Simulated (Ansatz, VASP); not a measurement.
# Two plane-wave programs on Ba4HfTi3O12

```
Ba Hf Ti O
1.0
    -4.00600    4.00600    4.00600
     4.00600   -4.00600    4.00600
     4.00600    4.00600   -4.00600
Ba Hf Ti O
4 1 3 12
Direct
  0.50000 0.50000 0.50000
  0.00000 0.00000 0.50000
  0.00000 0.50000 0.00000
  0.50000 0.00000 0.00000
  0.00000 0.00000 0.00000
  0.50000 0.50000 0.00000
  0.50000 0.00000 0.50000
  0.00000 0.50000 0.50000
  0.00000 0.25000 0.25000
  0.50000 0.75000 0.25000
  0.50000 0.25000 0.75000
  0.00000 0.75000 0.75000
  0.25000 0.00000 0.25000
  0.75000 0.50000 0.25000
  0.75000 0.00000 0.75000
  0.25000 0.50000 0.75000
  0.25000 0.25000 0.00000
  0.75000 0.75000 0.00000
  0.75000 0.25000 0.50000
  0.25000 0.75000 0.50000
```

Alike in both runs: task electric field gradients; functional PBE; k mesh 3 × 3 × 3; occupations fermi-dirac, width 0.01 eV; no spin polarisation.

|  | VASP | Ansatz |
| --- | --- | --- |
| version | VASP 6.6.1 | Ansatz 0.2.0 |
| potentials or method | VASP PAW PBE potentials, release 64 (Ba_sv, Hf_pv, Ti_sv, O) | plane-wave PAW, scalar-relativistic |
| plane-wave cutoff (eV) | 520 | 420 |
| valence electrons in the cell | 158 | 174 |

Ansatz gave:

* gap on the k mesh at the Fermi level (eV): 2.07
* pressure (GPa): 8.8
* rms of the force components (eV/Å): 0.723
* size of Vzz on the site where it differs most (V/Å²): 6.3

Task: Estimate VASP's values.

Result: gap on the k mesh at the Fermi level (eV): 2.01; pressure (GPa): 10.2; rms of the force components (eV/Å): 0.665; size of Vzz on the site where it differs most (V/Å²): 4.2.

Atom by atom the forces differ by 0.058 eV/Å (rms over components). With one functional, cell and mesh, what is left measures potentials, basis and numerics. VASP's potentials hold 158 valence electrons a cell and Ansatz's 174, so a difference there can come from the potentials and not from the codes.

Neither program's run includes spin-orbit coupling.
